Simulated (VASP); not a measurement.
# CdTe (F-43m) in VASP: settings compared, part 2 of 2

VASP 6.6.1.

## 4. Single point, r2SCANh

File POSCAR:

```
CdTe
1.0
    0.0000000000      3.2799551161      3.2799551161
    3.2799551161      0.0000000000      3.2799551161
    3.2799551161      3.2799551161      0.0000000000
Cd Te
1 1
Direct
    0.0000000000      0.0000000000      0.0000000000
    0.2500000000      0.2500000000      0.2500000000
```

File INCAR.step1:

```
SYSTEM = CdTe
PREC     = Accurate       ! precision mode
ENCUT    = 520            ! plane-wave cutoff, eV
EDIFF    = 1E-5           ! SCF threshold, eV
ISMEAR   = 0              ! smearing method
SIGMA    = 0.01           ! smearing width, eV
LREAL    = .FALSE.        ! projectors in reciprocal space
LASPH    = .TRUE.         ! aspherical terms in the spheres
NELM     = 60             ! most SCF steps
ALGO     = Normal         ! electronic algorithm
ISIF     = 2              ! what is computed and relaxed
LWAVE    = .TRUE.         ! write WAVECAR
LCHARG   = .FALSE.        ! write CHGCAR
NBANDS   = 16             ! bands
GGA      = PE             ! functional
```

File INCAR.step2:

```
SYSTEM = CdTe
PREC     = Accurate       ! precision mode
ENCUT    = 520            ! plane-wave cutoff, eV
EDIFF    = 1E-6           ! SCF threshold, eV
ISMEAR   = 0              ! smearing method
SIGMA    = 0.01           ! smearing width, eV
LREAL    = .FALSE.        ! projectors in reciprocal space
LASPH    = .TRUE.         ! aspherical terms in the spheres
NELM     = 60             ! most SCF steps
ALGO     = Normal         ! electronic algorithm
ISIF     = 2              ! what is computed and relaxed
LWAVE    = .FALSE.        ! write WAVECAR
LCHARG   = .FALSE.        ! write CHGCAR
METAGGA  = R2SCAN         ! meta-GGA
LHFCALC  = .TRUE.         ! exact exchange
AEXX     = 0.1            ! exact-exchange fraction
LMIXTAU  = .TRUE.       
PRECFOCK = Normal       
NBANDS   = 16             ! bands
ISTART   = 1
```

File KPOINTS:

```
Automatic mesh
0
G
  4 4 4
  0 0 0
```

Potentials or basis: VASP PAW PBE potentials, release 64 (Cd, Te).

Run with:

```bash
> cat potpaw_PBE.64/Cd/POTCAR potpaw_PBE.64/Te/POTCAR > POTCAR
> cp INCAR.step1 INCAR
> mpirun -np 1 vasp_std > vasp.out
> cp INCAR.step2 INCAR
> mpirun -np 1 vasp_std > vasp.out
```

OUTCAR:

```text
SYSTEM = CdTe
   PREC = Accurate
   ENCUT = 520
   EDIFF = 1E-6
   ISMEAR = 0
   LREAL = .FALSE.
   LASPH = .TRUE.
   NELM = 60
   ISIF = 2
   METAGGA = R2SCAN
   LHFCALC = .TRUE.
   AEXX = 0.1
   PRECFOCK = Normal
   ISTART = 1

 ion  position               nearest neighbor table
   1  0.000  0.000  0.000-   2 2.84   2 2.84   2 2.84   2 2.84
   2  0.250  0.250  0.250-   1 2.84   1 2.84   1 2.84   1 2.84

  LATTYP: Found a face centered cubic cell.
 ALAT       =     6.5599102322

  Lattice vectors:

 A1 = (   0.0000000000,   3.2799551161,   3.2799551161)
 A2 = (   3.2799551161,   0.0000000000,   3.2799551161)
 A3 = (   3.2799551161,   3.2799551161,   0.0000000000)

Analysis of symmetry for initial positions (statically):
=====================================================================
 Subroutine PRICEL returns:
 Original cell was already a primitive cell.

 Routine SETGRP: Setting up the symmetry group for a
 face centered cubic supercell.

[... 154 lines left out ...]
  free energy    TOTEN  =       -43.18386875 eV

  energy without entropy =      -43.18386875  energy(sigma->0) =      -43.18386875

 E-fermi :   1.5439     XC(G=0):  -8.1543

 val. band max:        1.4839606144   @ k =   0.0000   0.0000   0.0000
 cond. band min:       3.1364484741   @ k =   0.0000   0.0000   0.0000
 fundamental gap:      1.6524878597
 Fermi energy:         1.5439450120

 k-point     1 :       0.0000    0.0000    0.0000
  band No.  band energies     occupation
      1     -10.1927      2.00000
      2      -7.5003      2.00000
      3      -7.5003      2.00000
      4      -7.5003      2.00000
      5      -7.2479      2.00000
      6      -7.2479      2.00000
[... 129 lines left out ...]
      3      -7.3759      2.00000
      4      -7.2757      2.00000
      5      -7.2462      2.00000
      6      -6.6388      2.00000
[... 8 lines left out ...]
     15      13.6724      0.00000
     16      13.9271      0.00000

------------------------ aborting loop because EDIFF is reached ----------------------------------------

  FORCE on cell =-STRESS in cart. coord.  units (eV):
  Direction    XX          YY          ZZ          XY          YZ          ZX
  --------------------------------------------------------------------------------------
  -------------------------------------------------------------------------------------
  Total       -0.0285693     -0.0285693     -0.0285693      0.0000000      0.0000000      0.0000000
  in kB       -0.6485995     -0.6485995     -0.6485995      0.0000000      0.0000000      0.0000000
  external PRESSURE =      -0.6485995 kB  Pullay stress =       0.0000000 kB

 VOLUME and BASIS-vectors are now :
 -----------------------------------------------------------------------------
  energy-cutoff  :      520.00
  volume of cell :       70.57
      direct lattice vectors                 reciprocal lattice vectors
     0.000000000  3.279955116  3.279955116    -0.152441110  0.152441110  0.152441110
     3.279955116  0.000000000  3.279955116     0.152441110 -0.152441110  0.152441110
     3.279955116  3.279955116  0.000000000     0.152441110  0.152441110 -0.152441110

 POSITION                                       TOTAL-FORCE (eV/Angst)
 -----------------------------------------------------------------------------------
      0.00000      0.00000      0.00000         0.000000     -0.000000      0.000000
      1.63998      1.63998      1.63998        -0.000000      0.000000     -0.000000
 -----------------------------------------------------------------------------------
    total drift:                                0.000020      0.000018      0.000013

  FREE ENERGIE OF THE ION-ELECTRON SYSTEM (eV)
  ---------------------------------------------------
  free  energy   TOTEN  =       -43.1838687506 eV

  energy  without entropy=      -43.1838687506  energy(sigma->0) =      -43.18386875
```

Run time: 25 min. Hardware: 1 thread of Intel Xeon 8259CL, shared host; peak memory 0.23 GiB.

Results:

- Free energy: -43.1839 eV
- Pressure: -0.1 GPa
- Band gap on the k mesh: 1.65 eV

Caveat: the PAW data sets were made with another functional, which shifts forces and pressure a little; spin-orbit coupling is left out, which moves the levels of the heavy elements.

## 5. The runs side by side

| level | share of exact exchange | screening parameter | gap on the mesh (eV) | pressure (GPa) |
| --- | --- | --- | --- | --- |
| HSE06 | 0.25 | 0.2079 1/Å | 1.44 | 0.2 |
| PBE0 | 0.25 | - | 2.12 | 0.0 |
| r2SCANh | 0.1 | - | 1.65 | -0.1 |

Alike in all rows: task single point; potentials or basis VASP PAW PBE potentials, release 64 (Cd, Te); no spin polarisation; cell as given; k mesh 4 × 4 × 4; cutoff (eV) 520; smearing gaussian 0.01 eV.

On the cell as given the gap runs from 1.44 eV (HSE06) to 2.12 eV (PBE0). The pressure there spans -0.1 GPa (r2SCANh) to 0.2 GPa (HSE06); a positive pressure means that this level wants a larger cell, a negative one a smaller.

Caveats: the PAW data sets were made with another functional, which shifts forces and pressure a little; spin-orbit coupling is left out, which moves the levels of the heavy elements.

Absolute energies hang on the potentials; compare differences alone.
